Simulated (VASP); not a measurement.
A run of VASP 6.6.1 is set up as follows.

Contents of INCAR:

```
ALGO = Normal
EDIFF = 1E-8
ENCUT = 600
GGA = PS
IBRION = 6
ISIF = 3
ISMEAR = -1
KPAR = 4
LASPH = T
LCHARG = F
LREAL = F
LWAVE = F
NBANDS = 21
NELM = 100
NFREE = 2
NSW = 1
POTIM = 0.015
PREC = Accurate
SIGMA = 0.08
```

KPOINTS

```
k-points
0
Gamma
  14 14 14
```

The input POSCAR:

```
Sn
1.0
    0.0000000000      3.0980316733      3.0980316733
    3.0980316733      0.0000000000      3.0980316733
    3.0980316733      3.0980316733      0.0000000000
Sn
2
Direct
    0.5000000000      0.5000000000      0.5000000000
    0.7500000000      0.7500000000      0.7500000000
```

Potentials or basis: VASP PAW PBE potentials, release 64 (Sn_d).

The run is started by

```bash
$ cat potpaw_PBE.64/Sn_d/POTCAR > POTCAR
$ mpirun -np 4 vasp_std > vasp.out
```

(1) Estimate the elastic constants C11, C12, C44.

(2) Predict the Voigt bulk modulus.

(3) What does it give for the highest phonon frequency at Γ?

## Answers

(1) 95, 66, 29 GPa.

(2) 76 GPa.

(3) 225 cm⁻¹.

Caveat: the cell is under stress, which shifts elastic constants; the PAW data sets were made with another functional, which shifts forces and pressure a little.
